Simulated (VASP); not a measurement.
# Rh (I4/mmm) in VASP: notebook

Rh is run at these levels: PBE; tasks: single point.

All numbers are computed with VASP 6.6.1; they aren't measurements. Logs are shortened: lines on timing, memory, paths and dates and some standing lists are left out, and cuts for length are marked.

**1. The cell of the first run**

The structure is tetragonal, space group I4/mmm (No. 139). Conventional cell: a = 2.649 Å, b = 2.649 Å, c = 3.917 Å, α = 90.00°, β = 90.00°, γ = 90.00°. Rh (site symmetry 4/mmm) has 12 Rh at 2.65 to 2.71 Å within 3.5 Å.

**2. Single point, PBE (strain -0.015 along x and y, +0.030 along z)**

INCAR

```
SYSTEM = Rh
PREC = Accurate
ENCUT = 520
EDIFF = 1E-7
ISMEAR = 0
SIGMA = 0.15
LREAL = .FALSE.
LASPH = .TRUE.
NELM = 60
ALGO = Fast
ISIF = 2
LWAVE = .FALSE.
LCHARG = .TRUE.
GGA = PE
LELF = .TRUE.
LVHAR = .TRUE.
NBANDS = 14
```

KPOINTS

```
Automatic mesh
0
G
  22 22 22
  0 0 0
```

POSCAR

```
Rh
1.0
    0.0000000000      1.8730267500      1.9585965000
    1.8730267500      0.0000000000      1.9585965000
    1.8730267500      1.8730267500      0.0000000000
Rh
1
Direct
    0.0000000000      0.0000000000      0.0000000000
```

Potentials or basis: VASP PAW PBE potentials, release 64 (Rh_pv).

Command:

```console
$ cat potpaw_PBE.64/Rh_pv/POTCAR > POTCAR
$ mpirun -np 1 vasp_std > vasp.out
```

OUTCAR:

```text
SYSTEM = Rh
   PREC = Accurate
   ENCUT = 520
   EDIFF = 1E-7
   ISMEAR = 0
   LREAL = .FALSE.
   LASPH = .TRUE.
   NELM = 60
   ISIF = 2
   GGA = PE

 ion  position               nearest neighbor table
   1  0.000  0.000  0.000-

  LATTYP: Found a body centered tetragonal cell.
 ALAT       =     2.6488598325
 C/A-ratio  =     1.4788223038

  Lattice vectors:

 A1 = (  -1.8730267500,   0.0000000000,   1.9585965000)
 A2 = (   1.8730267500,   0.0000000000,   1.9585965000)
 A3 = (   0.0000000000,   1.8730267500,  -1.9585965000)

Analysis of symmetry for initial positions (statically):
=====================================================================
 Subroutine PRICEL returns:
 Original cell was already a primitive cell.

 Routine SETGRP: Setting up the symmetry group for a
 body centered tetragonal supercell.

 Subroutine GETGRP returns: Found 16 space group operations
 (whereof 16 operations were pure point group operations)
 out of a pool of 16 trial point group operations.

The static configuration has the point symmetry D_4h.

Analysis of symmetry for dynamics (positions and initial velocities):
=====================================================================
 Subroutine PRICEL returns:
 Original cell was already a primitive cell.

 Routine SETGRP: Setting up the symmetry group for a
 body centered tetragonal supercell.

 Subroutine GETGRP returns: Found 16 space group operations
 (whereof 16 operations were pure point group operations)
 out of a pool of 16 trial point group operations.

The dynamic configuration has the point symmetry D_4h.

 Subroutine INISYM returns: Found 16 space group operations
 (whereof 16 operations are pure point group operations),
 and found     1 'primitive' translations

----------------------------------------------------------------------------------------

                                     Primitive cell

  volume of cell :      13.7424

  direct lattice vectors                    reciprocal lattice vectors
     0.000000000  1.873026750  1.958596500    -0.266947602  0.266947602  0.255284843
     1.873026750  0.000000000  1.958596500     0.266947602 -0.266947602  0.255284843
     1.873026750  1.873026750  0.000000000     0.266947602  0.266947602 -0.255284843

  length of vectors
     2.710042335  2.710042335  2.648859833     0.455732812  0.455732812  0.455732812

  position of ions in fractional coordinates (direct lattice)
     0.000000000  0.000000000  0.000000000

  ion indices of the primitive-cell ions
   primitive index   ion index
                 1           1

----------------------------------------------------------------------------------------

 KPOINTS: Automatic mesh

Automatic generation of k-mesh.
 Grid dimensions read from file:
 generate k-points for:   22   22   22

 Generating k-lattice:

  Cartesian coordinates                     Fractional coordinates (reciprocal lattice)
    -0.012133982  0.012133982  0.011603856     0.045454545  0.000000000  0.000000000
     0.012133982 -0.012133982  0.011603856     0.000000000  0.045454545  0.000000000
     0.012133982  0.012133982 -0.011603856    -0.000000000 -0.000000000  0.045454545

  Length of vectors
     0.020715128  0.020715128  0.020715128

  Shift w.r.t. Gamma in fractional coordinates (k-lattice)
     0.000000000  0.000000000  0.000000000

 Subroutine IBZKPT returns following result:
 ===========================================

 Found    834 irreducible k-points:

 Following reciprocal coordinates:
            Coordinates               Weight
  0.000000  0.000000  0.000000      1.000000
  0.045455  0.000000  0.000000      8.000000
  0.090909  0.000000  0.000000      8.000000
  0.136364  0.000000  0.000000      8.000000
  0.181818  0.000000  0.000000      8.000000
  0.227273  0.000000  0.000000      8.000000
[... 16 lines left out ...]
  0.500000  0.045455  0.000000      8.000000
 -0.454545  0.045455  0.000000      8.000000
 [... further k-points ...]
   k-points           NKPTS =    834   k-points in BZ     NKDIM =    834   number of bands    NBANDS=     14
   number of dos      NEDOS =    301   number of ions     NIONS =      1
   total plane-waves  NPLWV =   8000
   dimension x,y,z NGX =    20 NGY =   20 NGZ =   20
   dimension x,y,z NGXF=    40 NGYF=   40 NGZF=   40
   ions per type =               1
   NGX,Y,Z   is equivalent  to a cutoff of  12.27, 12.27, 12.55 a.u.
   NGXF,Y,Z  is equivalent  to a cutoff of  24.54, 24.54, 25.10 a.u.
 SYSTEM =  Rh
   PREC   = accura    normal or accurate (medium, high low for compatibility)
   ISTART =      0    job   : 0-new  1-cont  2-samecut
   ICHARG =      2    charge: 1-file 2-atom 10-const
   ISPIN  =      1    spin polarized calculation?
   LNONCOLLINEAR =      F non collinear calculations
   LSORBIT =      F    spin-orbit coupling
   LASPH  =      T    aspherical Exc in radial PAW
   ENCUT  =  520.0 eV  38.22 Ry    6.18 a.u.   5.04  5.04  4.93*2*pi/ulx,y,z
   NELM   =     60;   NELMIN=  2; NELMDL= -5     # of ELM steps
   EDIFF  = 0.1E-06   stopping-criterion for ELM
   LREAL  =      F    real-space projection
   EDIFFG = 0.1E-05   stopping-criterion for IOM
   NSW    =      0    number of steps for IOM
   IBRION =     -1    ionic relax: 0-MD 1-quasi-New 2-CG
   NFREE  =      0    steps in history (QN), initial steepest desc. (CG)
   ISIF   =      2    stress and relaxation
   ISYM   =      2    0-nonsym 1-usesym 2-fastsym
   POTIM  = 0.5000    time-step for ionic-motion
   TEBEG  =    0.0;   TEEND  =   0.0 temperature during run
   PSTRESS=    0.0 pullay stress
   NELECT =      15.0000    total number of electrons
   NUPDOWN=      -1.0000    fix difference up-down
   EMIN   =  10.00;   EMAX   =-10.00  energy-range for DOS
   EFERMI =   0.00;   METHOD = LEGACY
   ISMEAR =     0;   SIGMA  =   0.15  broadening in eV -4-tet -1-fermi 0-gaus
   EFERMI_NEDOS =   21; number of points for ismear=-14 and -15
   IALGO  =     68    algorithm
   IMIX   =      4    mixing-type and parameters
     AMIX     =   0.40;   BMIX     =  1.00
     AMIX_MAG =   1.60;   BMIX_MAG =  1.00
  volume/ion in A,a.u.               =      13.74        92.74
  Fermi-wavevector in a.u.,A,eV,Ry     =   1.685586  3.185296 38.656880  2.841200
  Thomas-Fermi vector in A             =   2.768403
   LORBIT       =      0    0 simple, 1 ext, 2 COOP (PROOUT), +10 PAW based schemes
   GGA     = PE    functional components
   LHFCALC =     F    Hartree Fock is set to
   AEXX    =    0.0000 exact exchange contribution
   IVDW    =     0    specifies the selected vdW correction
   LEPSILON=     F    determine dielectric tensor
   LRPA    =     F    only Hartree local field effects (RPA)
 non-spin polarized calculation
 RMM-DIIS sequential band-by-band and
 Gauss-broadening in eV      SIGMA  =   0.15
  energy-cutoff  :      520.00
  volume of cell :       13.74
 maximum number of plane-waves:       381
   NGX =  9   NGY =  9   NGZ =  9

 number of electron      15.0000003 magnetization

 Free energy of the ion-electron system (eV)
  ---------------------------------------------------
  ext. energy  EPLUGINS =         0.00000000
  ---------------------------------------------------
  free energy    TOTEN  =        -7.24614176 eV

  energy without entropy =       -7.23113039  energy(sigma->0) =       -7.23863608

 E-fermi :  11.9046     XC(G=0): -14.0341

 val. band max:       11.9039072165   @ k =   0.4545   0.0909   0.2727
 cond. band min:      11.9054698351   @ k =  -0.0909   0.2273   0.1364
 fundamental gap:      0.0015626186
 Fermi energy:        11.9046169443

 k-point     1 :       0.0000    0.0000    0.0000
  band No.  band energies     occupation
      1     -34.4821      2.00000
      2     -34.4569      2.00000
      3     -34.4569      2.00000
      4       3.9508      2.00000
      5       8.5121      2.00000
      6       9.0095      2.00000
      7       9.0095      2.00000
      8      10.6089      2.00000
      9      11.2084      2.00000
     10      27.9433      0.00000
     11      32.4475      0.00000
     12      32.4868      0.00000
     13      33.8360      0.00000
     14      33.8360      0.00000

 k-point     2 :       0.0455    0.0000    0.0000
  band No.  band energies     occupation
      1     -34.4899      2.00000
      2     -34.4672      2.00000
      3     -34.4585      2.00000
      4       4.0347      2.00000
      5       8.5255      2.00000
      6       8.9908      2.00000
      7       9.0422      2.00000
      8      10.5957      2.00000
      9      11.1843      2.00000
     10      28.0651      0.00000
     11      32.3916      0.00000
     12      32.4506      0.00000
     13      33.5473      0.00000
     14      33.9595      0.00000

 k-point     3 :       0.0909    0.0000    0.0000
  band No.  band energies     occupation
      1     -34.5274      2.00000
      2     -34.4820      2.00000
      3     -34.4631      2.00000
      4       4.2792      2.00000
      5       8.5391      2.00000
      6       8.9639      2.00000
      7       9.1338      2.00000
      8      10.5683      2.00000
      9      11.1213      2.00000
     10      28.4043      0.00000
     11      31.6770      0.00000
     12      32.4487      0.00000
     13      33.5015      0.00000
     14      34.3214      0.00000
[... 324 lines left out ...]
 k-point    23 :       0.5000    0.0455    0.0000
  band No.  band energies     occupation
      1     -35.1933      2.00000
      2     -34.6075      2.00000
      3     -34.5378      2.00000
      4       5.8542      2.00000
      5       8.4650      2.00000
      6       9.0620      2.00000
      7      11.7516      1.85088
      8      12.3742      0.00001
      9      13.4748      0.00000
     10      20.6125      0.00000
     11      27.4573      0.00000
     12      32.4466      0.00000
     13      32.7313      0.00000
     14      33.5042      0.00000

 k-point    24 :      -0.4545    0.0455    0.0000
  band No.  band energies     occupation
      1     -35.1908      2.00000
      2     -34.6090      2.00000
      3     -34.5347      2.00000
      4       5.8603      2.00000
      5       8.4867      2.00000
      6       9.0581      2.00000
      7      11.7065      1.93817
      8      12.2872      0.00031
      9      13.4780      0.00000
     10      20.7239      0.00000
     11      27.4796      0.00000
     12      32.4454      0.00000
     13      32.6054      0.00000
     14      33.7613      0.00000

 [... further k-points ...]
[... 5 lines left out ...]
  --------------------------------------------------------------------------------------
  -------------------------------------------------------------------------------------
  Total        0.8702214      0.8702214     -0.0977831      0.0000000      0.0000000     -0.0000000
  in kB      101.4559231    101.4559231    -11.4001750      0.0000000      0.0000000     -0.0000000
  external PRESSURE =      63.8372237 kB  Pullay stress =       0.0000000 kB

 VOLUME and BASIS-vectors are now :
 -----------------------------------------------------------------------------
  energy-cutoff  :      520.00
  volume of cell :       13.74
      direct lattice vectors                 reciprocal lattice vectors
     0.000000000  1.873026750  1.958596500    -0.266947602  0.266947602  0.255284843
     1.873026750  0.000000000  1.958596500     0.266947602 -0.266947602  0.255284843
     1.873026750  1.873026750  0.000000000     0.266947602  0.266947602 -0.255284843

 POSITION                                       TOTAL-FORCE (eV/Angst)
 -----------------------------------------------------------------------------------
      0.00000      0.00000      0.00000         0.000000     -0.000000      0.000000
 -----------------------------------------------------------------------------------
    total drift:                                0.000000     -0.000000      0.000000

  FREE ENERGIE OF THE ION-ELECTRON SYSTEM (eV)
  ---------------------------------------------------
  free  energy   TOTEN  =        -7.2461417573 eV

  energy  without entropy=       -7.2311303937  energy(sigma->0) =       -7.23863608
```

Run time: 85 s. Hardware: 1 thread of Intel Xeon Platinum 8488C (Sapphire Rapids), shared host; peak memory 0.25 GiB.

Results:

```
Free energy : -7.2461 eV
Pressure    : 6.4 GPa
```

Caveat: the cell differs from its parent crystal (strain -0.015 along x and y, +0.030 along z).

**3. Single point, PBE (strain +0.015 along x and y, -0.015 along z)**

INCAR

```
SYSTEM = Rh
PREC     = Accurate       ! precision mode
ENCUT    = 520            ! plane-wave cutoff, eV
EDIFF    = 1E-7           ! SCF threshold, eV
ISMEAR   = 0              ! smearing method
SIGMA    = 0.15           ! smearing width, eV
LREAL    = .FALSE.        ! projectors in reciprocal space
LASPH    = .TRUE.         ! aspherical terms in the spheres
NELM     = 60             ! most SCF steps
ALGO     = Fast           ! electronic algorithm
ISIF     = 2              ! what is computed and relaxed
LWAVE    = .FALSE.        ! write WAVECAR
LCHARG   = .FALSE.        ! write CHGCAR
GGA      = PE             ! functional
NBANDS   = 14             ! bands
```

KPOINTS is that of step 2.

POSCAR

```
Rh
1.0
    0.0000000000      1.9300732500      1.8730267500
    1.9300732500      0.0000000000      1.8730267500
    1.9300732500      1.9300732500      0.0000000000
Rh
1
Direct
    0.0000000000      0.0000000000      0.0000000000
```

Potentials or basis: VASP PAW PBE potentials, release 64 (Rh_pv).

Command:

```console
$ cat potpaw_PBE.64/Rh_pv/POTCAR > POTCAR
$ mpirun -np 1 vasp_std > vasp.out
```

OUTCAR:

```text
SYSTEM = Rh
   PREC = Accurate
   ENCUT = 520
   EDIFF = 1E-7
   ISMEAR = 0
   LREAL = .FALSE.
   LASPH = .TRUE.
   NELM = 60
   ISIF = 2
   GGA = PE

 ion  position               nearest neighbor table
   1  0.000  0.000  0.000-

  LATTYP: Found a body centered tetragonal cell.
 ALAT       =     2.7295357665
 C/A-ratio  =     1.3724141467

  Lattice vectors:

 A1 = (   0.0000000000,  -1.9300732500,  -1.8730267500)
 A2 = (   0.0000000000,   1.9300732500,  -1.8730267500)
 A3 = (   1.9300732500,   0.0000000000,   1.8730267500)

Analysis of symmetry for initial positions (statically):
=====================================================================
 Subroutine PRICEL returns:
 Original cell was already a primitive cell.

 Routine SETGRP: Setting up the symmetry group for a
 body centered tetragonal supercell.

 Subroutine GETGRP returns: Found 16 space group operations
 (whereof 16 operations were pure point group operations)
 out of a pool of 16 trial point group operations.

The static configuration has the point symmetry D_4h.

Analysis of symmetry for dynamics (positions and initial velocities):
=====================================================================
[... 165 lines left out ...]
  band No.  band energies     occupation
      1     -34.7260      2.00000
      2     -34.7260      2.00000
      3     -34.7091      2.00000
      4       3.7836      2.00000
      5       8.5278      2.00000
      6       8.5278      2.00000
      7       8.8355      2.00000
      8      10.4699      2.00000
      9      10.8433      2.00000
     10      27.6544      0.00000
     11      32.2089      0.00000
     12      32.7119      0.00000
     13      32.7119      0.00000
     14      33.6422      0.00000
[... 377 lines left out ...]
      1     -35.4046      2.00000
      2     -34.8376      2.00000
      3     -34.8076      2.00000
      4       5.7088      2.00000
      5       8.4478      2.00000
      6       8.6708      2.00000
      7      11.3585      1.98809
      8      12.1718      0.00000
      9      13.0522      0.00000
     10      20.3189      0.00000
     11      27.2810      0.00000
     12      32.2091      0.00000
     13      32.6574      0.00000
     14      32.7399      0.00000

 [... further k-points ...]
[... 5 lines left out ...]
  --------------------------------------------------------------------------------------
  -------------------------------------------------------------------------------------
  Total       -0.0322889     -0.0322889      0.5627028      0.0000000      0.0000000      0.0000000
  in kB       -3.7071634     -3.7071634     64.6052895      0.0000000      0.0000000      0.0000000
  external PRESSURE =      19.0636543 kB  Pullay stress =       0.0000000 kB

 VOLUME and BASIS-vectors are now :
 -----------------------------------------------------------------------------
  energy-cutoff  :      520.00
  volume of cell :       13.95
      direct lattice vectors                 reciprocal lattice vectors
     0.000000000  1.930073250  1.873026750    -0.259057525  0.259057525  0.266947602
     1.930073250  0.000000000  1.873026750     0.259057525 -0.259057525  0.266947602
     1.930073250  1.930073250  0.000000000     0.259057525  0.259057525 -0.266947602

 POSITION                                       TOTAL-FORCE (eV/Angst)
 -----------------------------------------------------------------------------------
      0.00000      0.00000      0.00000         0.000000      0.000000      0.000000
 -----------------------------------------------------------------------------------
    total drift:                                0.000000     -0.000000      0.000000

  FREE ENERGIE OF THE ION-ELECTRON SYSTEM (eV)
  ---------------------------------------------------
  free  energy   TOTEN  =        -7.2597097108 eV

  energy  without entropy=       -7.2442546218  energy(sigma->0) =       -7.25198217
```

OSZICAR:

```text
N       E                     dE             d eps       ncg     rms          rms(c)
DAV:   1     0.119808370200E+03    0.11981E+03   -0.87959E+03 23502   0.115E+03
DAV:   2    -0.617759347709E+01   -0.12599E+03   -0.12037E+03 25854   0.339E+02
DAV:   3    -0.775320284777E+01   -0.15756E+01   -0.15729E+01 28020   0.417E+01
DAV:   4    -0.775911843895E+01   -0.59156E-02   -0.59153E-02 26844   0.262E+00
DAV:   5    -0.775917148053E+01   -0.53042E-04   -0.53041E-04 27510   0.219E-01    0.978E+00
RMM:   6    -0.727757401999E+01    0.48160E+00   -0.79284E-01 24930   0.872E+00    0.342E+00
RMM:   7    -0.726292727021E+01    0.14647E-01   -0.29739E-02 25639   0.187E+00    0.160E+00
RMM:   8    -0.725997402046E+01    0.29532E-02   -0.54506E-03 27648   0.829E-01    0.224E-01
RMM:   9    -0.725970321556E+01    0.27080E-03   -0.60312E-04 28642   0.273E-01    0.148E-02
RMM:  10    -0.725971216904E+01   -0.89535E-05   -0.66041E-05 28811   0.104E-01    0.141E-02
RMM:  11    -0.725970969547E+01    0.24736E-05   -0.41490E-06 29031   0.254E-02    0.188E-03
RMM:  12    -0.725970971084E+01   -0.15376E-07   -0.84050E-07 27087   0.120E-02
   1 F= -.72597097E+01 E0= -.72519822E+01  d E =-.154551E-01
```

stdout:

```text
POSCAR found type information on POSCAR Rh
 POSCAR found :  1 types and       1 ions
 scaLAPACK will be used
 LDA part: xc-table for (Slater+PW92), standard interpolation
 POSCAR, INCAR and KPOINTS ok, starting setup
 FFT: planning ... GRIDC
 FFT: planning ... GRID_SOFT
 FFT: planning ... GRID
 WAVECAR not read
 entering main loop
WARNING in EDDRMM: call to ZHEGV failed, returncode =   8  4     12
WARNING in EDDRMM: call to ZHEGV failed, returncode =   6  3     12
WARNING in EDDRMM: call to ZHEGV failed, returncode =   8  4     12
WARNING in EDDRMM: call to ZHEGV failed, returncode =   8  4     13
WARNING in EDDRMM: call to ZHEGV failed, returncode =   8  4     14
WARNING in EDDRMM: call to ZHEGV failed, returncode =   6  3     13
```

Wall time 77 s (1 thread of Intel Xeon Platinum 8488C (Sapphire Rapids), shared host); peak memory 0.25 GiB.

What came out:

```
Free energy : -7.2597 eV
Pressure    : 1.9 GPa
```

Levels at points of the mesh, in eV from the Fermi level:
```csv
k point,band 3,band 4,band 5,band 6,band 7,band 8,band 9,band 10,band 11,band 12
"(0.00, 0.00, 0.00)",-46.33,-7.84,-3.10,-3.10,-2.79,-1.16,-0.78,16.03,20.58,21.09
"(0.50, 0.00, 0.00)",-46.42,-5.99,-3.24,-2.90,0.48,0.64,0.76,8.50,15.49,20.58
"(0.50, 0.50, 0.00)",-46.63,-6.17,-5.82,0.52,0.98,0.98,3.69,12.66,12.88,12.88
"(0.50, 0.00, 0.50)",-46.57,-6.16,-5.79,0.53,0.82,1.09,3.04,11.82,13.27,13.60
```

Caveat: the cell differs from its parent crystal (strain +0.015 along x and y, -0.015 along z).

(Continued in part 2 of 2.)
